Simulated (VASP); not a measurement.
# TePb (Pm-3m) in VASP: notebook, part 2 of 2

VASP 6.6.1.

## Step 3: Relaxation of cell and atoms, PBE+D3(BJ)

This run uses another cell than the first one, of 32.05 Å³/atom, 0.963 times its volume.

INCAR

```
SYSTEM = TePb
ALGO = Normal ; EDIFF = 1E-6
EDIFFG = -0.005 ; ENCUT = 600
GGA = PE ; IBRION = 2
ISIF = 3 ; ISMEAR = 0
IVDW = 12 ; LASPH = .True.
LCHARG = .False. ; LREAL = .False.
LWAVE = .False. ; NELM = 80
NSW = 100 ; PREC = Accurate
SIGMA = 0.1
```

KPOINTS

```
k-points
0
Gamma
  10 10 10
  0 0 0
```

POSCAR

```
TePb
1.0
    4.0022870000      0.0000000000      0.0000000000
    0.0000000000      4.0022870000      0.0000000000
    0.0000000000      0.0000000000      4.0022870000
Te Pb
1 1
Direct
    0.5000000000      0.5000000000      0.5000000000
    0.0000000000      0.0000000000      0.0000000000
```

Potentials or basis: VASP PAW PBE potentials, release 64 (Te, Pb_d).

On the command line:

```console
> cat potpaw_PBE.64/Te/POTCAR potpaw_PBE.64/Pb_d/POTCAR > POTCAR
> mpirun -np 1 vasp_std > vasp.out
```

OUTCAR:

```text
SYSTEM = TePb
   EDIFF = 1E-6
   EDIFFG = -0.005
   ENCUT = 600
   GGA = PE
   IBRION = 2
   ISIF = 3
   ISMEAR = 0
   IVDW = 12
   LASPH = .True.
   LREAL = .False.
   NELM = 80
   NSW = 100
   PREC = Accurate
 IVDW          = 12

 ion  position               nearest neighbor table
   1  0.500  0.500  0.500-   2 3.47   2 3.47   2 3.47   2 3.47   2 3.47   2 3.47   2 3.47   2 3.47

   2  0.000  0.000  0.000-   1 3.47   1 3.47   1 3.47   1 3.47   1 3.47   1 3.47   1 3.47   1 3.47

  LATTYP: Found a simple cubic cell.
 ALAT       =     4.0022870000

  Lattice vectors:

 A1 = (   4.0022870000,   0.0000000000,   0.0000000000)
 A2 = (   0.0000000000,   4.0022870000,   0.0000000000)
 A3 = (   0.0000000000,   0.0000000000,   4.0022870000)

Analysis of symmetry for initial positions (statically):
=====================================================================
 Subroutine PRICEL returns:
 Original cell was already a primitive cell.

 Routine SETGRP: Setting up the symmetry group for a
 simple cubic supercell.

 Subroutine GETGRP returns: Found 48 space group operations
 (whereof 48 operations were pure point group operations)
 out of a pool of 48 trial point group operations.

The static configuration has the point symmetry O_h .

Analysis of symmetry for dynamics (positions and initial velocities):
=====================================================================
 Subroutine PRICEL returns:
 Original cell was already a primitive cell.

 Routine SETGRP: Setting up the symmetry group for a
 simple cubic supercell.

 Subroutine GETGRP returns: Found 48 space group operations
 (whereof 48 operations were pure point group operations)
 out of a pool of 48 trial point group operations.

The dynamic configuration has the point symmetry O_h .

 Subroutine INISYM returns: Found 48 space group operations
 (whereof 48 operations are pure point group operations),
 and found     1 'primitive' translations

----------------------------------------------------------------------------------------

                                     Primitive cell

  volume of cell :      64.1098

  direct lattice vectors                    reciprocal lattice vectors
     4.002287000  0.000000000  0.000000000     0.249857144  0.000000000  0.000000000
     0.000000000  4.002287000  0.000000000     0.000000000  0.249857144  0.000000000
     0.000000000  0.000000000  4.002287000     0.000000000  0.000000000  0.249857144

  length of vectors
     4.002287000  4.002287000  4.002287000     0.249857144  0.249857144  0.249857144

  position of ions in fractional coordinates (direct lattice)
     0.500000000  0.500000000  0.500000000
     0.000000000  0.000000000  0.000000000

  ion indices of the primitive-cell ions
   primitive index   ion index
                 1           1
                 2           2

----------------------------------------------------------------------------------------

 KPOINTS: k-points

Automatic generation of k-mesh.
 Grid dimensions read from file:
 generate k-points for:   10   10   10

 Generating k-lattice:

  Cartesian coordinates                     Fractional coordinates (reciprocal lattice)
     0.024985714  0.000000000  0.000000000     0.100000000  0.000000000  0.000000000
     0.000000000  0.024985714  0.000000000     0.000000000  0.100000000  0.000000000
     0.000000000  0.000000000  0.024985714     0.000000000  0.000000000  0.100000000

  Length of vectors
     0.024985714  0.024985714  0.024985714

  Shift w.r.t. Gamma in fractional coordinates (k-lattice)
     0.000000000  0.000000000  0.000000000

 Subroutine IBZKPT returns following result:
 ===========================================

 Found     56 irreducible k-points:

 Following reciprocal coordinates:
            Coordinates               Weight
  0.000000  0.000000  0.000000      1.000000
  0.100000  0.000000  0.000000      6.000000
  0.200000  0.000000  0.000000      6.000000
  0.300000  0.000000  0.000000      6.000000
  0.400000  0.000000  0.000000      6.000000
  0.500000  0.000000  0.000000      3.000000
[... 16 lines left out ...]
  0.200000  0.100000  0.100000     24.000000
  0.300000  0.100000  0.100000     24.000000
 [... further k-points ...]
   k-points           NKPTS =     56   k-points in BZ     NKDIM =     56   number of bands    NBANDS=     14
   number of dos      NEDOS =    301   number of ions     NIONS =      2
   total plane-waves  NPLWV =  32768
   dimension x,y,z NGX =    32 NGY =   32 NGZ =   32
   dimension x,y,z NGXF=    64 NGYF=   64 NGZF=   64
   ions per type =               1   1
   NGX,Y,Z   is equivalent  to a cutoff of  13.29, 13.29, 13.29 a.u.
   NGXF,Y,Z  is equivalent  to a cutoff of  26.58, 26.58, 26.58 a.u.
 SYSTEM =  TePb
   PREC   = accura    normal or accurate (medium, high low for compatibility)
   ISTART =      0    job   : 0-new  1-cont  2-samecut
   ICHARG =      2    charge: 1-file 2-atom 10-const
   ISPIN  =      1    spin polarized calculation?
   LNONCOLLINEAR =      F non collinear calculations
   LSORBIT =      F    spin-orbit coupling
   LASPH  =      T    aspherical Exc in radial PAW
   ENCUT  =  600.0 eV  44.10 Ry    6.64 a.u.   7.99  7.99  7.99*2*pi/ulx,y,z
   NELM   =     80;   NELMIN=  2; NELMDL= -5     # of ELM steps
   EDIFF  = 0.1E-05   stopping-criterion for ELM
   LREAL  =      F    real-space projection
   EDIFFG = -.5E-02   stopping-criterion for IOM
   NSW    =    100    number of steps for IOM
   IBRION =      2    ionic relax: 0-MD 1-quasi-New 2-CG
   NFREE  =      1    steps in history (QN), initial steepest desc. (CG)
   ISIF   =      3    stress and relaxation
   ISYM   =      2    0-nonsym 1-usesym 2-fastsym
   POTIM  = 0.5000    time-step for ionic-motion
   TEBEG  =    0.0;   TEEND  =   0.0 temperature during run
   PSTRESS=    0.0 pullay stress
   NELECT =      20.0000    total number of electrons
   NUPDOWN=      -1.0000    fix difference up-down
   EMIN   =  10.00;   EMAX   =-10.00  energy-range for DOS
   EFERMI =   0.00;   METHOD = LEGACY
   ISMEAR =     0;   SIGMA  =   0.10  broadening in eV -4-tet -1-fermi 0-gaus
   EFERMI_NEDOS =   21; number of points for ismear=-14 and -15
   IALGO  =     38    algorithm
   IMIX   =      4    mixing-type and parameters
     AMIX     =   0.40;   BMIX     =  1.00
     AMIX_MAG =   1.60;   BMIX_MAG =  1.00
  volume/ion in A,a.u.               =      32.05       216.32
  Fermi-wavevector in a.u.,A,eV,Ry     =   1.110307  2.098177 16.773027  1.232783
  Thomas-Fermi vector in A             =   2.246857
   LORBIT       =      0    0 simple, 1 ext, 2 COOP (PROOUT), +10 PAW based schemes
   GGA     = PE    functional components
   LHFCALC =     F    Hartree Fock is set to
   AEXX    =    0.0000 exact exchange contribution
   IVDW    =    12    specifies the selected vdW correction
   LEPSILON=     F    determine dielectric tensor
   LRPA    =     F    only Hartree local field effects (RPA)
 conjugate gradient relaxation of ions
 non-spin polarized calculation
 Gauss-broadening in eV      SIGMA  =   0.10
  energy-cutoff  :      600.00
  volume of cell :       64.11
 maximum number of plane-waves:      2184
 NGX is ok and might be reduce to    32
   NGX = 15   NGY = 15   NGZ = 15

--------------------------------------- Ionic step        1  -------------------------------------------

 number of electron      20.0000004 magnetization

 Free energy of the ion-electron system (eV)
  ---------------------------------------------------
  ext. energy  EPLUGINS =         0.00000000
  ---------------------------------------------------
  free energy    TOTEN  =        -7.06998906 eV

  energy without entropy =       -7.06411639  energy(sigma->0) =       -7.06705273

------------------------ aborting loop because EDIFF is reached ----------------------------------------

 Edisp (eV)   -0.84431

 E8    (eV) :    -0.4070
[... 191 lines left out ...]
--------------------------------------- Ionic step        6  -------------------------------------------

 number of electron      19.9999993 magnetization

 Free energy of the ion-electron system (eV)
  ---------------------------------------------------
  ext. energy  EPLUGINS =         0.00000000
  ---------------------------------------------------
  free energy    TOTEN  =        -7.04860921 eV

  energy without entropy =       -7.04164845  energy(sigma->0) =       -7.04512883

 E-fermi :   6.9576     XC(G=0):  -9.9495

 val. band max:        6.9292837515   @ k =   0.3000   0.1000   0.1000
 cond. band min:       6.9578620342   @ k =   0.5000   0.4000   0.4000
 fundamental gap:      0.0285782827
 Fermi energy:         6.9576463466

 k-point     1 :       0.0000    0.0000    0.0000
  band No.  band energies     occupation
      1     -10.0754      2.00000
      2     -10.0754      2.00000
      3      -9.9765      2.00000
      4      -9.9765      2.00000
      5      -9.9765      2.00000
      6      -5.5053      2.00000
      7       0.4472      2.00000
      8       5.3415      2.00000
      9       5.3415      2.00000
     10       5.3415      2.00000
     11      10.9713      0.00000
     12      10.9713      0.00000
     13      12.6712      0.00000
     14      12.6712      0.00000
[... 377 lines left out ...]
      1     -10.0601      2.00000
      2     -10.0151      2.00000
      3     -10.0033      2.00000
      4     -10.0005      2.00000
      5      -9.9807      2.00000
      6      -4.6084      2.00000
      7      -1.0383      2.00000
      8       4.4729      2.00000
      9       5.6924      2.00000
     10       6.9293      1.31166
     11       8.7697      0.00000
     12      10.1149      0.00000
     13      11.4062      0.00000
     14      12.4179      0.00000

 [... further k-points ...]

------------------------ aborting loop because EDIFF is reached ----------------------------------------

 Edisp (eV)   -0.89070

 E8    (eV) :    -0.4285
[... 25 lines left out ...]
  FREE ENERGIE OF THE ION-ELECTRON SYSTEM (eV)
  ---------------------------------------------------
  free  energy   TOTEN  =        -7.9393064845 eV

  energy  without entropy=       -7.9323457266  energy(sigma->0) =       -7.93582611

 reached required accuracy - stopping structural energy minimisation
```

OSZICAR:

```text
N       E                     dE             d eps       ncg     rms          rms(c)
DAV:   1     0.156550093302E+03    0.15655E+03   -0.10140E+04  1568   0.156E+03
DAV:   2     0.426169658152E+01   -0.15229E+03   -0.14968E+03  1616   0.357E+02
DAV:   3    -0.698080324547E+01   -0.11242E+02   -0.10963E+02  2072   0.100E+02
DAV:   4    -0.726053521743E+01   -0.27973E+00   -0.27948E+00  1928   0.183E+01
[... 42 lines left out ...]
DAV:   2    -0.704885787110E+01    0.14115E-02   -0.28553E-03  1916   0.965E-01    0.802E-02
DAV:   3    -0.704861308451E+01    0.24479E-03   -0.10438E-03  1916   0.546E-01    0.193E-02
DAV:   4    -0.704861236366E+01    0.72086E-06   -0.14239E-05  1568   0.397E-02    0.164E-02
DAV:   5    -0.704860936247E+01    0.30012E-05   -0.44286E-06  1622   0.187E-02    0.301E-03
DAV:   6    -0.704860921236E+01    0.15011E-06   -0.26793E-07   802   0.938E-03
   6 F= -.79393065E+01 E0= -.79358261E+01  d E =-.459715E-04
```

It took 2.5 min on 1 thread of Intel Xeon Platinum 8259CL at 2.50GHz (Skylake/Cascade Lake), shared host; peak memory 0.24 GiB.

What came out:

| Item | Value |
| --- | --- |
| Free energy | -7.9393 eV |
| Relaxed volume | 30.28 Å³/atom |
| Relaxed cell | a = 3.927 Å, b = 3.927 Å, c = 3.927 Å, α = 90.00°, β = 90.00°, γ = 90.00° |
| Space group after relaxing (to 0.05 Å) | Pm-3m (No. 221) |
| Energy gained by relaxing | 12.5 meV/atom |
| Ionic steps | 6 |
| Pressure after relaxing | 0.0 GPa |
| Band gap on the k mesh | zero (band 10 reaches 7.27 eV, above the bottom of band 11 at 5.85 eV) |
| Dispersion energy per atom | -0.445 eV |

The path:
| step | energy change (eV) | largest force (eV/Å) | pressure (GPa) | volume (Å³) |
| --- | --- | --- | --- | --- |
| 1 | 0.0000 | 0.0000 | -1.83 | 64.11 |
| 2 | -0.0249 | 0.0000 | -0.17 | 60.77 |
| 3 | -0.0250 | 0.0000 | -0.04 | 60.58 |
| 4 | -0.0250 | 0.0000 | -0.03 | 60.51 |
| 5 | -0.0250 | 0.0000 | 0.11 | 60.38 |
| 6 | -0.0250 | 0.0000 | -0.02 | 60.56 |

Final structure:
```
Te Pb
1.0
     3.92701    0.00000    0.00000
     0.00000    3.92701    0.00000
     0.00000    0.00000    3.92701
Te Pb
1 1
Direct
  0.50000 0.50000 0.50000
  0.00000 0.00000 0.00000
```

Caveat: spin-orbit coupling is left out, which moves the levels of the heavy elements; pairwise dispersion overbinds metals, which lowers pressure and volume.
